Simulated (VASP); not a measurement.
Input of a VASP 6.6.1 run:

File INCAR:

```
PREC = Accurate
ENCUT = 520
EDIFF = 1E-7
ISMEAR = 0
SIGMA = 0.1
LREAL = F
LASPH = T
NELM = 100
ALGO = Normal
ISIF = 2
LWAVE = F
LCHARG = F
GGA = PE
NBANDS = 32
```

KPOINTS

```
Automatic mesh
0
Gamma
  4 4 4
```

Contents of POSCAR:

```
TaPtSe4
1.0
    0.0000000000      4.0431486900      4.0431486900
    4.0431486900      0.0000000000      4.0431486900
    4.0431486900      4.0431486900      0.0000000000
Ta Pt Se
1 1 4
Direct
    0.2500000000      0.2500000000      0.2500000000
    0.0000000000      0.0000000000      0.0000000000
    0.1226459100      0.6257847000      0.6257847000
    0.6257847000      0.1226459100      0.6257847000
    0.6257847000      0.6257847000      0.1226459100
    0.6257847000      0.6257847000      0.6257847000
```

Potentials or basis: VASP PAW PBE potentials, release 64 (Ta_pv, Pt, Se).

Launch:

```sh
$ cat potpaw_PBE.64/Ta_pv/POTCAR potpaw_PBE.64/Pt/POTCAR potpaw_PBE.64/Se/POTCAR > POTCAR
$ mpirun -np 1 vasp_std > vasp.out
```

Estimate the largest force.

0.200 eV/Å.

Predict the pressure.

-8.7 GPa.

Forces in eV/Å, atoms in the order of the input:
```
Ta   0.000  0.000  0.000
Pt   0.000  0.000  0.000
Se  -0.115  0.115  0.115
Se   0.115 -0.115  0.115
Se   0.115  0.115 -0.115
Se  -0.115 -0.115 -0.115
```
